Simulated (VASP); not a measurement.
CdS: single point with r2SCAN

Crystal: CdS.

```
CELL_PARAMETERS angstrom
8.33366 0.00000 0.00000
-4.16683 7.21716 0.00000
0.00000 0.00000 6.76963
ATOMIC_POSITIONS crystal
Cd 0.16375 0.33036 0.99859
Cd 0.33200 0.16324 0.50226
Cd 0.16563 0.83188 0.99980
Cd 0.33826 0.67096 0.50218
Cd 0.66429 0.33352 0.99833
Cd 0.83156 0.16504 0.48955
Cd 0.66655 0.82835 0.00250
Cd 0.83547 0.66875 0.49955
S 0.16593 0.33994 0.37308
S 0.33673 0.17035 0.87597
S 0.16329 0.83447 0.38341
S 0.34456 0.66875 0.86228
S 0.66735 0.33550 0.37626
S 0.83375 0.16396 0.87679
S 0.67100 0.83647 0.37336
S 0.84070 0.67797 0.87869
```

```json
{
  "Program": "VASP 6.6.1",
  "Task": "single point",
  "Functional": "r2SCAN",
  "Potentials or basis": "VASP PAW PBE potentials, release 64 (Cd, S)",
  "Cutoff": "520 eV",
  "k mesh": "3 × 3 × 2",
  "Occupations": "fermi-dirac, width 0.069 eV",
  "Spin": "no spin polarisation",
  "Dipole correction": "no",
  "Further INCAR settings": "LREAL = Auto; ALGO = Normal; EDIFF = 1e-06; NBANDS = 86"
}
```

- Pressure: 0.3 GPa
- Largest force: 1.086 eV/Å
- Band gap on the k mesh: 1.61 eV

Forces in eV/Å, atoms in the order of the input:
```
Cd   0.004  0.224 -0.085
Cd  -0.157  0.347 -0.155
Cd   0.458  0.112  0.085
Cd  -0.060  0.007 -0.569
Cd   0.310  0.186 -0.046
Cd   0.051  0.206  0.347
Cd  -0.111  0.303 -0.080
Cd  -0.177 -0.138  0.137
S    0.305 -0.149  0.097
S   -0.074 -0.208  0.076
S    0.376 -0.029 -0.440
S   -0.528 -0.122  0.941
S   -0.152 -0.003  0.002
S   -0.229  0.116 -0.224
S   -0.101 -0.224  0.098
S    0.086 -0.628 -0.185
```

Stress tensor (GPa, compression positive):
```
0.44 0.50 0.13
0.50 0.04 0.39
0.13 0.39 0.57
```

Levels at points of the mesh, in eV from the valence-band top:
| k point | band 70 | band 71 | band 72 | band 73 | band 74 | band 75 |
| --- | --- | --- | --- | --- | --- | --- |
| (0.00, 0.00, 0.00) | -0.04 | -0.01 | 0.00 | 1.61 | 3.21 | 4.03 |
| (0.00, 0.00, 0.50) | -0.43 | -0.37 | -0.33 | 3.24 | 3.25 | 3.75 |

It took 13 min on 1 thread of Intel(R) Xeon(R) 6975P-C (Granite Rapids), on a shared host, peak memory 0.64 GiB.

Caveat: the k points lie up to 0.46 Å⁻¹ apart; the atoms stand as in a frame of molecular dynamics; the PAW data sets were made with another functional, which shifts forces and pressure a little.
